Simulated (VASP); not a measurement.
Write the native input for VASP 6.6.1 that does the following.

```yaml
Task: single point
Functional: PBE
Dispersion: D3(BJ)
Potentials_or_basis: VASP PAW PBE potentials, release 64 (W_sv, S)
Cutoff: 520 eV
k_mesh: 10 × 10 × 3
Occupations: gaussian, width 0.05 eV
Spin: no spin polarisation
Dipole_correction: no
Further_INCAR_settings: ALGO = Normal; EDIFF = 1e-06; NBANDS = 35
```

The structure of WS2 lies in POSCAR:

```
WS2
1.0
   -3.1542061832      0.0000000000      0.0000000000
   -1.5771030916     -2.7316226834      0.0000000000
   -1.1828273187     -0.6829056709     12.1399091344
W S
2 4
Direct
    0.2708333333      0.2708333333      0.2500000000
    0.4791666667      0.4791666667      0.7500000000
    0.1782614782      0.1782614782      0.6202874207
    0.6365948115      0.6365948115      0.1202874207
    0.1134051885      0.1134051885      0.8797125793
    0.5717385218      0.5717385218      0.3797125793
```

One way to write it, as run:

INCAR

```
SYSTEM = WS2
PREC     = Accurate       ! precision mode
ENCUT    = 520            ! plane-wave cutoff, eV
EDIFF    = 1E-6           ! SCF threshold, eV
ISMEAR   = 0              ! smearing method
SIGMA    = 0.05           ! smearing width, eV
LREAL    = .False.        ! projectors in reciprocal space
LASPH    = .True.         ! aspherical terms in the spheres
NELM     = 80             ! most SCF steps
ALGO     = Normal         ! electronic algorithm
ISIF     = 2              ! what is computed and relaxed
LWAVE    = .False.        ! write WAVECAR
LCHARG   = .False.        ! write CHGCAR
GGA      = PE             ! functional
IVDW     = 12             ! dispersion correction
NBANDS   = 35             ! bands
```

KPOINTS

```
Automatic mesh
0
Gamma
  10 10 3
  0 0 0
```

Potentials or basis: VASP PAW PBE potentials, release 64 (W_sv, S).

Launch:

```sh
$ cat potpaw_PBE.64/W_sv/POTCAR potpaw_PBE.64/S/POTCAR > POTCAR
$ mpirun -np 1 vasp_std > vasp.out
```

Results of the run:

* Pressure: 0.2 GPa
* Largest force: 0.082 eV/Å
* Band gap on the k mesh: 0.95 eV (least direct gap 2.15 eV)
* Dispersion energy per atom: -0.435 eV

Caveat: spin-orbit coupling is left out, which moves the levels of the heavy elements; an odd mesh through Γ misses points on the zone boundary, where band edges can lie.

Run time: 6.2 min on 1 thread of Intel Xeon 8259CL (shared host), peak memory 0.4 GiB.
